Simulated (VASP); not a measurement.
Tl:

```xyz
2
Lattice="3.4560 0.0000 0.0000 -1.7280 2.9930 0.0000 0.0000 0.0000 5.5250" Properties=species:S:1:pos:R:3 pbc="T T T"
Tl    1.7280    0.9977    4.1438
Tl    0.0000    1.9953    1.3813
```

```yaml
Program: VASP 6.6.1
Task: relaxation of cell and atoms
Functional: LDA
Potentials_or_basis: VASP PAW LDA potentials, release 64 (Tl_d)
Cutoff: 600 eV
k_mesh: 7 × 7 × 4
Occupations: fermi-dirac, width 0.05 eV
Spin: no spin polarisation
```

At the start: pressure -1.6 GPa; volume 28.57 Å³/atom.

Question: Where does the relaxation end?

Answer: Over 7 steps the energy falls by 9.3 meV/atom and the volume is 27.35 Å³/atom (-4.3 %); space group P6_3/mmc (No. 194, to 0.1 Å) before and after.

Step by step:
```tsv
step	energy change (eV)	largest force (eV/Å)	pressure (GPa)	volume (Å³)
1	0.0000	0.0000	-1.58	57.15
2	-0.0152	0.0000	-0.08	54.85
3	-0.0155	0.0000	0.20	54.48
4	-0.0181	0.0000	0.16	54.46
5	-0.0186	0.0000	0.16	54.44
6	-0.0186	0.0000	0.16	54.44
7	-0.0187	0.0000	-0.04	54.69
```

Final structure:
```cif
data_structure
_symmetry_space_group_name_H-M 'P 1'
_symmetry_Int_Tables_number 1
_cell_length_a 3.3702
_cell_length_b 3.3702
_cell_length_c 5.5602
_cell_angle_alpha 90.000
_cell_angle_beta 90.000
_cell_angle_gamma 120.000
_cell_volume 54.69
loop_
_atom_site_label
_atom_site_type_symbol
_atom_site_fract_x
_atom_site_fract_y
_atom_site_fract_z
_atom_site_occupancy
Tl1 Tl 0.66667 0.33333 0.75000 1
Tl2 Tl 0.33333 0.66667 0.25000 1
```

The cell as given is a measured one (28.57 Å³/atom); LDA puts the equilibrium volume -4.3 % from it, thermal expansion not counted.
